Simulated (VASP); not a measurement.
# Si16Ge (a cell with a defect) in VASP: single point with PBE+D3(BJ)

Aim: the single point of Si16Ge (a cell with a defect) with PBE+D3(BJ).

Everything below comes from runs of VASP 6.6.1. Logs are shortened: lines on timing, memory, paths and dates and some standing lists are left out, and cuts for length are marked.

**1. The cell of the first run**

The cell holds a defect, 17 atoms: a = 7.679 Å, b = 7.679 Å, c = 7.679 Å, α = 60.00°, β = 60.00°, γ = 60.00°.

**2. Single point, PBE+D3(BJ)**

File INCAR:

```
SYSTEM = Si16Ge
ALGO = Normal
EDIFF = 1E-7
ENCUT = 520
GGA = PE
ISIF = 2
ISMEAR = -1
IVDW = 12
LASPH = .TRUE.
LCHARG = .FALSE.
LREAL = Auto
LWAVE = .FALSE.
NBANDS = 53
NELM = 80
PREC = Accurate
SIGMA = 0.02
```

File KPOINTS:

```
k-points
0
G
  2 2 2
  0 0 0
```

File POSCAR:

```
Si16Ge
1.0
    0.0000000000      5.4300000000      5.4300000000
    5.4300000000      0.0000000000      5.4300000000
    5.4300000000      5.4300000000      0.0000000000
Si Ge
16 1
Direct
    0.0122511067      0.0120953088     -0.0344089830
    0.1275959909      0.1274327045      0.1067150827
   -0.0238630810     -0.0240523288      0.4755948312
    0.1026375919      0.1024639230      0.6021540611
    0.0182767733      0.4977136716     -0.0025976681
    0.1594671625      0.6130140042      0.1127214592
    0.0122345071      0.4659083546      0.5117994591
    0.1275914590      0.6070634945      0.6271101480
    0.4978823997      0.0180947331     -0.0025952768
    0.6131678800      0.1593025898      0.1127302169
    0.4660867313      0.0120660885      0.5117864867
    0.6072505808      0.1274179958      0.6270999897
    0.5228790325      0.5227187565      0.0223913049
    0.6494289409      0.6492444465      0.1488837566
    0.4979017205      0.4977353053      0.5177385590
    0.6131928133      0.6130476430      0.6589665411
    0.8127124906      0.8125321091      0.3121885316
```

Potentials or basis: VASP PAW PBE potentials, release 64 (Si, Ge_d).

Launch:

```sh
$ cat potpaw_PBE.64/Si/POTCAR potpaw_PBE.64/Ge_d/POTCAR > POTCAR
$ mpirun -np 1 vasp_std > vasp.out
```

OUTCAR:

```text
SYSTEM = Si16Ge
   EDIFF = 1E-7
   ENCUT = 520
   GGA = PE
   ISIF = 2
   ISMEAR = -1
   IVDW = 12
   LASPH = .TRUE.
   LREAL = Auto
   NELM = 80
   PREC = Accurate
 IVDW          = 12

 ion  position               nearest neighbor table
   1  0.012  0.012  0.966-   4 2.32   2 2.33  17 2.44   6 2.51  10 2.51
   2  0.128  0.127  0.107-   5 2.33   9 2.33   1 2.33   3 2.34
   3  0.976  0.976  0.476-   2 2.34   8 2.34  12 2.34   4 2.38
   4  0.103  0.102  0.602-   1 2.32   7 2.32  11 2.32   3 2.38
   5  0.018  0.498  0.997-   2 2.33   8 2.33   6 2.33  14 2.34
   6  0.159  0.613  0.113-  13 2.32   5 2.33  17 2.44   7 2.51   1 2.51
   7  0.012  0.466  0.512-   4 2.32   8 2.33  17 2.44  16 2.51   6 2.51
   8  0.128  0.607  0.627-   5 2.33  15 2.33   7 2.33   3 2.34
   9  0.498  0.018  0.997-   2 2.33  12 2.33  10 2.33  14 2.34
  10  0.613  0.159  0.113-  13 2.32   9 2.33  17 2.44  11 2.51   1 2.51
  11  0.466  0.012  0.512-   4 2.32  12 2.33  17 2.44  16 2.51  10 2.51
  12  0.607  0.127  0.627-   9 2.33  15 2.33  11 2.33   3 2.34
  13  0.523  0.523  0.022-   6 2.32  10 2.32  16 2.32  14 2.38
  14  0.649  0.649  0.149-   5 2.34   9 2.34  15 2.34  13 2.38
  15  0.498  0.498  0.518-   8 2.33  12 2.33  16 2.33  14 2.34
  16  0.613  0.613  0.659-  13 2.32  15 2.33  17 2.44  11 2.51   7 2.51
  17  0.813  0.813  0.312-   1 2.44   7 2.44  11 2.44   6 2.44  10 2.44  16 2.44

  LATTYP: Found a face centered cubic cell.
 ALAT       =    10.8600000000

  Lattice vectors:

 A1 = (   0.0000000000,   5.4300000000,   5.4300000000)
 A2 = (   5.4300000000,   0.0000000000,   5.4300000000)
 A3 = (   5.4300000000,   5.4300000000,   0.0000000000)

Analysis of symmetry for initial positions (statically):
=====================================================================
 Subroutine PRICEL returns:
 Original cell was already a primitive cell.

 Routine SETGRP: Setting up the symmetry group for a
 face centered cubic supercell.

 Subroutine GETGRP returns: Found  1 space group operations
 (whereof  1 operations were pure point group operations)
 out of a pool of 48 trial point group operations.

The static configuration has the point symmetry C_1 .

Analysis of symmetry for dynamics (positions and initial velocities):
=====================================================================
 Subroutine PRICEL returns:
 Original cell was already a primitive cell.

 Routine SETGRP: Setting up the symmetry group for a
 face centered cubic supercell.

 Subroutine GETGRP returns: Found  1 space group operations
 (whereof  1 operations were pure point group operations)
[... 122 lines left out ...]
   ISYM   =      2    0-nonsym 1-usesym 2-fastsym
   POTIM  = 0.5000    time-step for ionic-motion
   TEBEG  =    0.0;   TEEND  =   0.0 temperature during run
   PSTRESS=    0.0 pullay stress
   NELECT =      78.0000    total number of electrons
   NUPDOWN=      -1.0000    fix difference up-down
   EMIN   =  10.00;   EMAX   =-10.00  energy-range for DOS
   EFERMI =   0.00;   METHOD = LEGACY
   ISMEAR =    -1;   SIGMA  =   0.02  broadening in eV -4-tet -1-fermi 0-gaus
   EFERMI_NEDOS =   21; number of points for ismear=-14 and -15
   IALGO  =     38    algorithm
   IMIX   =      4    mixing-type and parameters
     AMIX     =   0.40;   BMIX     =  1.00
     AMIX_MAG =   1.60;   BMIX_MAG =  1.00
  volume/ion in A,a.u.               =      18.84       127.11
  Fermi-wavevector in a.u.,A,eV,Ry     =   1.022421  1.932096 14.222785  1.045345
  Thomas-Fermi vector in A             =   2.156100
   LORBIT       =      0    0 simple, 1 ext, 2 COOP (PROOUT), +10 PAW based schemes
   GGA     = PE    functional components
   LHFCALC =     F    Hartree Fock is set to
   AEXX    =    0.0000 exact exchange contribution
   IVDW    =    12    specifies the selected vdW correction
   LEPSILON=     F    determine dielectric tensor
   LRPA    =     F    only Hartree local field effects (RPA)
 non-spin polarized calculation
  energy-cutoff  :      520.00
  volume of cell :      320.21
 maximum number of plane-waves:      8646
 NGX is ok and might be reduce to    60
   NGX = 29   NGY = 29   NGZ = 29

 number of electron      77.9999998 magnetization

 Free energy of the ion-electron system (eV)
  ---------------------------------------------------
  ext. energy  EPLUGINS =         0.00000000
  ---------------------------------------------------
  free energy    TOTEN  =       -86.35809391 eV

  energy without entropy =      -86.35609371  energy(sigma->0) =      -86.35709381

 E-fermi :   6.6388     XC(G=0):  -9.7726

 val. band max:        6.5702014981   @ k =   0.5000   0.5000   0.5000
 cond. band min:       6.7163991639   @ k =   0.0000   0.0000   0.0000
 fundamental gap:      0.1461976658
 Fermi energy:         6.6388435395

 k-point     1 :       0.0000    0.0000    0.0000
  band No.  band energies     occupation
      1     -17.9194      2.00000
      2     -17.9193      2.00000
      3     -17.7898      2.00000
      4     -17.7898      2.00000
      5     -17.7844      2.00000
      6      -6.3434      2.00000
[... 421 lines left out ...]
     50      10.3958      0.00000
     51      10.4198      0.00000
 [bands above 51 left out]

------------------------ aborting loop because EDIFF is reached ----------------------------------------

 Edisp (eV)   -5.66676

 E8    (eV) :    -2.3546

  FORCE on cell =-STRESS in cart. coord.  units (eV):
  Direction    XX          YY          ZZ          XY          YZ          ZX
  --------------------------------------------------------------------------------------
  -------------------------------------------------------------------------------------
  Total       5.10289     5.10257     5.10270    -1.27639    -1.27802    -1.27859
  in kB      25.53274    25.53115    25.53178    -6.38652    -6.39470    -6.39755
  external pressure =       25.53 kB  Pullay stress =        0.00 kB

 VOLUME and BASIS-vectors are now :
 -----------------------------------------------------------------------------
  energy-cutoff  :      520.00
  volume of cell :      320.21
      direct lattice vectors                 reciprocal lattice vectors
     0.000000000  5.430000000  5.430000000    -0.092081031  0.092081031  0.092081031
     5.430000000  0.000000000  5.430000000     0.092081031 -0.092081031  0.092081031
     5.430000000  5.430000000  0.000000000     0.092081031  0.092081031 -0.092081031

 POSITION                                       TOTAL-FORCE (eV/Angst)
 -----------------------------------------------------------------------------------
      5.30884      5.30968      0.13220         0.000085      0.000087     -0.007062
      1.27142      1.27231      1.38481         0.008646      0.008922     -0.004473
      7.88188      7.88290     10.59982        -0.003971     -0.004187     -0.004937
      3.82608      3.82702      1.11370        -0.003083     -0.002812     -0.001816
      8.11848      5.51514      2.80183         0.003781     -0.008945     -0.006818
      3.94074      1.47798      4.19457         0.009423     -0.001680     -0.001246
[... 9 lines left out ...]
      6.90704      6.90783      6.65849        -0.001919     -0.001220      0.006391
      6.10723      6.10821      8.82508         0.000106      0.000242      0.000308
 -----------------------------------------------------------------------------------
    total drift:                                0.001475     -0.000785     -0.001557

  FREE ENERGIE OF THE ION-ELECTRON SYSTEM (eV)
  ---------------------------------------------------
  free  energy   TOTEN  =       -92.0248503880 eV

  energy  without entropy=      -92.0228501917  energy(sigma->0) =      -92.02385029
```

stdout:

```text
POSCAR found type information on POSCAR SiGe
 POSCAR found :  2 types and      17 ions
 scaLAPACK will be used
 LDA part: xc-table for (Slater+PW92), standard interpolation
 POSCAR, INCAR and KPOINTS ok, starting setup
 FFT: planning ... GRIDC
 FFT: planning ... GRID_SOFT
 FFT: planning ... GRID
 WAVECAR not read
 entering main loop
```

Wall time 5 min (1 thread of Intel Xeon Platinum 8259CL at 2.50GHz (Skylake/Cascade Lake), shared host); peak memory 0.49 GiB.

What came out:

| Quantity | Value |
| --- | --- |
| Free energy | -92.0249 eV |
| Pressure | 2.6 GPa |
| Largest force | 0.013 eV/Å |
| Band gap on the k mesh | 0.15 eV |
| Dispersion energy per atom | -0.333 eV |

Forces on the atoms (eV/Å):
```
Si   0.000  0.000 -0.007
Si   0.009  0.009 -0.004
Si  -0.004 -0.004 -0.005
Si  -0.003 -0.003 -0.002
Si   0.004 -0.009 -0.007
Si   0.009 -0.002 -0.001
Si   0.000 -0.007  0.001
Si   0.007 -0.004  0.009
Si  -0.009  0.004 -0.006
Si  -0.002  0.009 -0.001
Si  -0.006  0.000  0.001
Si  -0.004  0.008  0.008
Si   0.001  0.002  0.002
Si   0.006  0.005  0.003
Si  -0.007 -0.006  0.003
Si  -0.002 -0.001  0.006
Ge   0.000  0.000  0.000
```

Caveat: the k points lie up to 0.50 Å⁻¹ apart.
